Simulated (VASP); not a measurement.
# MnO2 (P-3m1) in VASP: a series of runs

Runs on MnO2. Level: PBE+U. Tasks: single point.

All numbers are computed with VASP 6.6.1; they aren't measurements. Logs are shortened: lines on timing, memory, paths and dates and some standing lists are left out, and cuts for length are marked.

### 1 The cell of the first run

It takes space group P-3m1 (No. 164, trigonal). Conventional cell: a = 2.918 Å, b = 2.918 Å, c = 5.405 Å, α = 90.00°, β = 90.00°, γ = 120.00°. Mn (site symmetry -3m) has 6 O at 1.94 Å within 2.6 Å. O (site symmetry 3m) has 3 Mn at 1.94 Å and 3 O at 2.54 Å within 2.6 Å.

### 2 Single point, PBE+U, collinear spin (13.29 Å³/atom)

INCAR

```
  PREC = Accurate
  ENCUT = 700
  EDIFF = 1E-6
  ISMEAR = 0
  SIGMA = 0.05
  LREAL = False
  LASPH = True
  NELM = 200
  ALGO = Normal
  ISIF = 2
  LWAVE = False
  LCHARG = False
  ISPIN = 2
  MAGMOM = 3.15 -0.15 -0.15
  LORBIT = 11
  LMAXMIX = 4
  LDAU = True
  LDAUTYPE = 2
  LDAUL = 2 -1
  LDAUU = 3.9 0
  LDAUJ = 0 0
  LDAUPRINT = 1
  GGA = PE
  NBANDS = 24
  GGA_COMPAT = False
```

KPOINTS

```
Automatic mesh
0
Gamma
  10 10 6
```

POSCAR

```
MnO2
1.0
    2.9181812176      0.0000000000      0.0000000000
   -1.4590906088      2.5272190673      0.0000000000
    0.0000000000      0.0000000000      5.4047222131
Mn O
1 2
Direct
    0.0000000000      0.0000000000      0.0000000000
    0.3333333333      0.6666666667      0.1762053749
    0.6666666667      0.3333333333      0.8237946251
```

Potentials or basis: VASP PAW PBE potentials, release 64 (Mn_sv, O).

Started as:

```
$ cat potpaw_PBE.64/Mn_sv/POTCAR potpaw_PBE.64/O/POTCAR > POTCAR
$ mpirun -np 1 vasp_std > vasp.out
```

OUTCAR:

```text
PREC = Accurate
   ENCUT = 700
   EDIFF = 1E-6
   ISMEAR = 0
   LREAL = False
   LASPH = True
   NELM = 200
   ISIF = 2
   ISPIN = 2
   LORBIT = 11
   GGA = PE

 ion  position               nearest neighbor table
   1  0.000  0.000  0.000-   2 1.94   3 1.94   3 1.94   2 1.94   3 1.94   2 1.94
   2  0.333  0.667  0.176-   1 1.94   1 1.94   1 1.94
   3  0.667  0.333  0.824-   1 1.94   1 1.94   1 1.94

  LATTYP: Found a hexagonal cell.
 ALAT       =     2.9181812176
 C/A-ratio  =     1.8520858748

  Lattice vectors:

 A1 = (   2.9181812176,   0.0000000000,   0.0000000000)
 A2 = (  -1.4590906088,   2.5272190673,   0.0000000000)
 A3 = (   0.0000000000,   0.0000000000,   5.4047222131)

Analysis of symmetry for initial positions (statically):
=====================================================================
 Subroutine PRICEL returns:
 Original cell was already a primitive cell.

 Routine SETGRP: Setting up the symmetry group for a
 hexagonal supercell.

 Subroutine GETGRP returns: Found 12 space group operations
 (whereof 12 operations were pure point group operations)
 out of a pool of 24 trial point group operations.

The static configuration has the point symmetry D_3d.

Analysis of symmetry for dynamics (positions and initial velocities):
=====================================================================
 Subroutine PRICEL returns:
 Original cell was already a primitive cell.

 Routine SETGRP: Setting up the symmetry group for a
 hexagonal supercell.

 Subroutine GETGRP returns: Found 12 space group operations
 (whereof 12 operations were pure point group operations)
 out of a pool of 24 trial point group operations.

The dynamic configuration has the point symmetry D_3d.

Analysis of structural, dynamic, and magnetic symmetry:
=====================================================================
 Subroutine PRICEL returns:
 Original cell was already a primitive cell.

 Routine SETGRP: Setting up the symmetry group for a
 hexagonal supercell.

 Subroutine GETGRP returns: Found 12 space group operations
 (whereof 12 operations were pure point group operations)
 out of a pool of 24 trial point group operations.

The overall configuration has the point symmetry D_3d.

 Subroutine INISYM returns: Found 12 space group operations
 (whereof 12 operations are pure point group operations),
 and found     1 'primitive' translations

----------------------------------------------------------------------------------------

                                     Primitive cell

  volume of cell :      39.8592

  direct lattice vectors                    reciprocal lattice vectors
     2.918181218  0.000000000  0.000000000     0.342679198  0.197845927  0.000000000
    -1.459090609  2.527219067  0.000000000     0.000000000  0.395691855  0.000000000
     0.000000000  0.000000000  5.404722213     0.000000000  0.000000000  0.185023385

  length of vectors
     2.918181218  2.918181218  5.404722213     0.395691855  0.395691855  0.185023385

  position of ions in fractional coordinates (direct lattice)
     0.000000000  0.000000000  0.000000000
     0.333333333  0.666666667  0.176205375
     0.666666667  0.333333333  0.823794625

  ion indices of the primitive-cell ions
   primitive index   ion index
                 1           1
                 2           2
                 3           3

----------------------------------------------------------------------------------------

 KPOINTS: Automatic mesh
[... 70 lines left out ...]
   EDIFFG = 0.1E-04   stopping-criterion for IOM
   NSW    =      0    number of steps for IOM
   IBRION =     -1    ionic relax: 0-MD 1-quasi-New 2-CG
   NFREE  =      0    steps in history (QN), initial steepest desc. (CG)
   ISIF   =      2    stress and relaxation
   ISYM   =      2    0-nonsym 1-usesym 2-fastsym
   POTIM  = 0.5000    time-step for ionic-motion
   TEBEG  =    0.0;   TEEND  =   0.0 temperature during run
   PSTRESS=    0.0 pullay stress
   NELECT =      27.0000    total number of electrons
   NUPDOWN=      -1.0000    fix difference up-down
   EMIN   =  10.00;   EMAX   =-10.00  energy-range for DOS
   EFERMI =   0.00;   METHOD = LEGACY
   ISMEAR =     0;   SIGMA  =   0.05  broadening in eV -4-tet -1-fermi 0-gaus
   EFERMI_NEDOS =   21; number of points for ismear=-14 and -15
   IALGO  =     38    algorithm
   IMIX   =      4    mixing-type and parameters
     AMIX     =   0.40;   BMIX     =  1.00
     AMIX_MAG =   1.60;   BMIX_MAG =  1.00
  volume/ion in A,a.u.               =      13.29        89.66
  Fermi-wavevector in a.u.,A,eV,Ry     =   1.437761  2.716974 28.125359  2.067156
  Thomas-Fermi vector in A             =   2.556803
   LORBIT       =     11    0 simple, 1 ext, 2 COOP (PROOUT), +10 PAW based schemes
 LDA+U is selected, type is set to LDAUTYPE =  2
   angular momentum for each species LDAUL =     2   -1
   U (eV)           for each species LDAUU =   3.9  0.0
   J (eV)           for each species LDAUJ =   0.0  0.0
   GGA     = PE    functional components
   LHFCALC =     F    Hartree Fock is set to
   AEXX    =    0.0000 exact exchange contribution
   IVDW    =     0    specifies the selected vdW correction
   LEPSILON=     F    determine dielectric tensor
   LRPA    =     F    only Hartree local field effects (RPA)
 spin polarized calculation
 Gauss-broadening in eV      SIGMA  =   0.05
  energy-cutoff  :      700.00
  volume of cell :       39.86
 maximum number of plane-waves:      1692
 NGX is ok and might be reduce to    28
   NGX = 13   NGY = 13   NGZ = 23

atom =   1  type =  1  l = 2

 onsite density matrix

spin component  1

  0.7351  0.0000  0.0000  0.2224  0.0000
  0.0000  0.6734  0.0000  0.0000  0.2224
  0.0000  0.0000  0.9284 -0.0000  0.0000
  0.2224  0.0000 -0.0000  0.6734  0.0000
  0.0000  0.2224  0.0000  0.0000  0.7351

spin component  2

  0.1467  0.0000 -0.0000 -0.0919 -0.0000
  0.0000  0.1602 -0.0000 -0.0000 -0.0919
 -0.0000 -0.0000  0.0608  0.0000  0.0000
 -0.0919 -0.0000  0.0000  0.1602 -0.0000
 -0.0000 -0.0919  0.0000 -0.0000  0.1467

 occupancies and eigenvectors

  o =  0.0608  v =  0.0000  0.0000  0.0000  0.0000  0.0000  0.0000 -0.0000  1.0000  0.0000 -0.0000      0.0000  0.0000  0.0000  0.0000  0.0000  0.0000  0.0000  0.0000  0.0000  0.0000
  o =  0.0613  v =  0.0000  0.0000  0.0000  0.0000  0.0000  0.7324  0.0000 -0.0000  0.6808  0.0000      0.0000  0.0000  0.0000  0.0000  0.0000  0.0000  0.0000  0.0000  0.0000  0.0000
  o =  0.0613  v =  0.0000  0.0000  0.0000  0.0000  0.0000 -0.0000  0.6808  0.0000 -0.0000  0.7324      0.0000  0.0000  0.0000  0.0000  0.0000  0.0000  0.0000  0.0000  0.0000  0.0000
  o =  0.2456  v =  0.0000  0.0000  0.0000  0.0000  0.0000  0.6808  0.0000 -0.0000 -0.7324 -0.0000      0.0000  0.0000  0.0000  0.0000  0.0000  0.0000  0.0000  0.0000  0.0000  0.0000
  o =  0.2456  v =  0.0000  0.0000  0.0000  0.0000  0.0000  0.0000 -0.7324  0.0000  0.0000  0.6808      0.0000  0.0000  0.0000  0.0000  0.0000  0.0000  0.0000  0.0000  0.0000  0.0000
  o =  0.4797  v = -0.6567  0.0000  0.0000  0.7541  0.0000  0.0000  0.0000  0.0000  0.0000  0.0000      0.0000  0.0000  0.0000  0.0000  0.0000  0.0000  0.0000  0.0000  0.0000  0.0000
  o =  0.4797  v =  0.0000 -0.7541 -0.0000  0.0000  0.6567  0.0000  0.0000  0.0000  0.0000  0.0000      0.0000  0.0000  0.0000  0.0000  0.0000  0.0000  0.0000  0.0000  0.0000  0.0000
  o =  0.9284  v =  0.0000  0.0000 -1.0000  0.0000  0.0000  0.0000  0.0000  0.0000  0.0000  0.0000      0.0000  0.0000  0.0000  0.0000  0.0000  0.0000  0.0000  0.0000  0.0000  0.0000
  o =  0.9288  v = -0.7541  0.0000 -0.0000 -0.6567 -0.0000  0.0000  0.0000  0.0000  0.0000  0.0000      0.0000  0.0000  0.0000  0.0000  0.0000  0.0000  0.0000  0.0000  0.0000  0.0000
  o =  0.9288  v =  0.0000  0.6567  0.0000 -0.0000  0.7541  0.0000  0.0000  0.0000  0.0000  0.0000      0.0000  0.0000  0.0000  0.0000  0.0000  0.0000  0.0000  0.0000  0.0000  0.0000

 number of electron      26.9999990 magnetization       3.0000660

 Free energy of the ion-electron system (eV)
  ---------------------------------------------------
  ext. energy  EPLUGINS =         0.00000000
  ---------------------------------------------------
  free energy    TOTEN  =       -21.43929365 eV

  energy without entropy =      -21.43929365  energy(sigma->0) =      -21.43929365

 E-fermi :   1.8944     XC(G=0):  -9.4817

 val. band max:        1.5192749601   @ k =   0.2000   0.1000   0.0000
 cond. band min:       3.5082320768   @ k =   0.0000   0.3000   0.3333
 fundamental gap:      1.9889571167
 Fermi energy:         1.8943976825

 spin component 1

 k-point     1 :       0.0000    0.0000    0.0000
  band No.  band energies     occupation
      1     -79.9148      1.00000
      2     -48.5446      1.00000
      3     -48.5402      1.00000
      4     -48.5402      1.00000
      5     -16.8428      1.00000
      6     -14.7310      1.00000
[... 1289 lines left out ...]
     23      19.3287      0.00000
     24      22.8807      0.00000

 [... further k-points ...]

------------------------ aborting loop because EDIFF is reached ----------------------------------------

  FORCE on cell =-STRESS in cart. coord.  units (eV):
  Direction    XX          YY          ZZ          XY          YZ          ZX
  --------------------------------------------------------------------------------------
  -------------------------------------------------------------------------------------
  Total       -0.4345741     -0.4345741     -0.1913991     -0.0000000      0.0000000      0.0000000
  in kB      -17.4681084    -17.4681084     -7.6934659     -0.0000000      0.0000000      0.0000000
  external PRESSURE =     -14.2098942 kB  Pullay stress =       0.0000000 kB

 VOLUME and BASIS-vectors are now :
 -----------------------------------------------------------------------------
  energy-cutoff  :      700.00
  volume of cell :       39.86
      direct lattice vectors                 reciprocal lattice vectors
     2.918181218  0.000000000  0.000000000     0.342679198  0.197845927  0.000000000
    -1.459090609  2.527219067  0.000000000     0.000000000  0.395691855  0.000000000
     0.000000000  0.000000000  5.404722213     0.000000000  0.000000000  0.185023385

 POSITION                                       TOTAL-FORCE (eV/Angst)
 -----------------------------------------------------------------------------------
      0.00000      0.00000      0.00000        -0.000000      0.000000      0.000000
     -0.00000      1.68481      0.95234         0.000000      0.000000     -0.064833
      1.45909      0.84241      4.45238        -0.000000      0.000000      0.064833
 -----------------------------------------------------------------------------------
    total drift:                               -0.000000      0.000000      0.000000

  FREE ENERGIE OF THE ION-ELECTRON SYSTEM (eV)
  ---------------------------------------------------
  free  energy   TOTEN  =       -21.4392936515 eV

  energy  without entropy=      -21.4392936515  energy(sigma->0) =      -21.43929365

 total charge

# of ion       s       p       d       tot
------------------------------------------
    1        2.200   6.103   4.396  12.699
    2        1.576   3.413   0.000   4.989
    3        1.576   3.413   0.000   4.989
--------------------------------------------------
tot          5.352  12.929   4.396  22.678

 magnetization (x)

# of ion       s       p       d       tot
------------------------------------------
    1        0.025   0.019   3.062   3.106
    2        0.002  -0.104   0.000  -0.102
    3        0.002  -0.104   0.000  -0.102
--------------------------------------------------
tot          0.029  -0.190   3.062   2.902
```

It took 3.3 min on 1 thread of Intel Xeon Platinum 8259CL at 2.50GHz (Skylake/Cascade Lake), shared host; peak memory 0.31 GiB.

What came out:

| Property | Result |
| --- | --- |
| Free energy | -21.4393 eV |
| Pressure | -1.4 GPa |
| Largest force | 0.065 eV/Å |
| Band gap on the k mesh | 1.99 eV (least direct gap 2.16 eV) |
| Net moment | 3.00 μB per cell |
| Site moments | Mn +3.11; O -0.10 μB |
| Valence electrons inside the program's atomic spheres | Mn 12.70; O 4.99 |

Forces on the atoms (eV/Å):
```
Mn   0.000  0.000  0.000
O    0.000  0.000 -0.065
O    0.000  0.000  0.065
```

Eigenvalues of the final occupation matrices:
```
    site  spin  trace               eigenvalues
site 1 d     1   3.75  0.48 0.48 0.93 0.93 0.93
site 1 d     2   0.67  0.06 0.06 0.06 0.25 0.25
```

Caveat: a cell with one magnetic atom can't hold antiferromagnetic order, which such compounds often take. A k mesh can miss the band edges.

### 3 Single point, PBE+U, collinear spin (13.56 Å³/atom)

This run uses another cell than the first one, of 13.56 Å³/atom.

INCAR

```
PREC = Accurate ; ENCUT = 700
EDIFF = 1E-6 ; ISMEAR = 0
SIGMA = 0.05 ; LREAL = False
LASPH = True ; NELM = 200
ALGO = Normal ; ISIF = 2
LWAVE = False ; LCHARG = False
ISPIN = 2 ; MAGMOM = 3.15 -0.15 -0.15
LORBIT = 11 ; LMAXMIX = 4
LDAU = True ; LDAUTYPE = 2
LDAUL = 2 -1 ; LDAUU = 3.9 0
LDAUJ = 0 0 ; LDAUPRINT = 1
GGA = PE ; NBANDS = 24
GGA_COMPAT = False
```

KPOINTS is that of step 2.

POSCAR

```
MnO2
1.0
    2.9203003366      0.0000000000      0.0000000000
   -1.4601501683      2.5290542782      0.0000000000
    0.0000000000      0.0000000000      5.5070216066
Mn O
1 2
Direct
    0.0000000000      0.0000000000      0.0000000000
    0.3333333333      0.6666666667      0.1728657965
    0.6666666667      0.3333333333      0.8271342035
```

Potentials or basis: VASP PAW PBE potentials, release 64 (Mn_sv, O).

Started as:

```
$ cat potpaw_PBE.64/Mn_sv/POTCAR potpaw_PBE.64/O/POTCAR > POTCAR
$ mpirun -np 1 vasp_std > vasp.out
```

Wall time 4.2 min (1 thread of Intel Xeon Platinum 8259CL at 2.50GHz (Skylake/Cascade Lake), shared host); peak memory 0.31 GiB.

The run converged. Its results:

```yaml
Free_energy: -21.4389 eV
Pressure: -1.6 GPa
Largest_force: 0.072 eV/Å
Band_gap_on_the_k_mesh: 2.00 eV (least direct gap 2.17 eV)
Net_moment: 3.00 μB per cell
Site_moments: Mn +3.11; O -0.10 μB
Valence_electrons_inside_the_program's_atomic_spheres: Mn 12.70; O 4.99
```

Forces on the atoms (eV/Å):
```
Mn   0.000  0.000  0.000
O    0.000  0.000 -0.072
O    0.000  0.000  0.072
```

Stress tensor (GPa, compression positive):
```
-1.97  0.00  0.00
 0.00 -1.97  0.00
 0.00  0.00 -0.84
```

Levels at points of the mesh, in eV from the valence-band top:
Spin up:
| k point | band 11 | band 12 | band 13 | band 14 | band 15 | band 16 | band 17 | band 18 | band 19 | band 20 |
| --- | --- | --- | --- | --- | --- | --- | --- | --- | --- | --- |
| (0.00, 0.00, 0.00) | -3.32 | -0.64 | -0.51 | -0.45 | -0.45 | 3.29 | 3.29 | 7.12 | 10.59 | 12.53 |
| (0.50, 0.00, 0.00) | -2.95 | -2.41 | -1.94 | -1.34 | -1.06 | 2.46 | 3.13 | 11.96 | 12.80 | 13.92 |
| (0.00, 0.00, 0.50) | -3.32 | -0.94 | -0.46 | -0.45 | -0.45 | 3.30 | 3.30 | 8.77 | 8.98 | 12.12 |
| (0.50, 0.00, 0.50) | -2.95 | -2.39 | -1.93 | -1.40 | -0.92 | 2.46 | 3.12 | 11.54 | 12.81 | 13.69 |
Spin down:
| k point | band 9 | band 10 | band 11 | band 12 | band 13 | band 14 | band 15 | band 16 |
| --- | --- | --- | --- | --- | --- | --- | --- | --- |
| (0.00, 0.00, 0.00) | -3.79 | -0.64 | -0.64 | -0.64 | 2.97 | 2.97 | 4.32 | 5.30 |
| (0.50, 0.00, 0.00) | -3.01 | -2.04 | -1.89 | -1.15 | 3.07 | 3.63 | 3.87 | 4.77 |
| (0.00, 0.00, 0.50) | -3.64 | -1.06 | -0.65 | -0.65 | 2.97 | 2.97 | 4.34 | 5.31 |
| (0.50, 0.00, 0.50) | -3.01 | -2.03 | -1.87 | -1.01 | 3.08 | 3.63 | 3.87 | 4.75 |

Eigenvalues of the final occupation matrices:
| site | spin | trace | eigenvalues |
| --- | --- | --- | --- |
| site 1 d | 1 | 3.75 | 0.48 0.48 0.93 0.93 0.93 |
| site 1 d | 2 | 0.67 | 0.06 0.06 0.06 0.25 0.25 |

Caveat: a cell with one magnetic atom can't hold antiferromagnetic order, which such compounds often take.

[end of part 1 of 2]
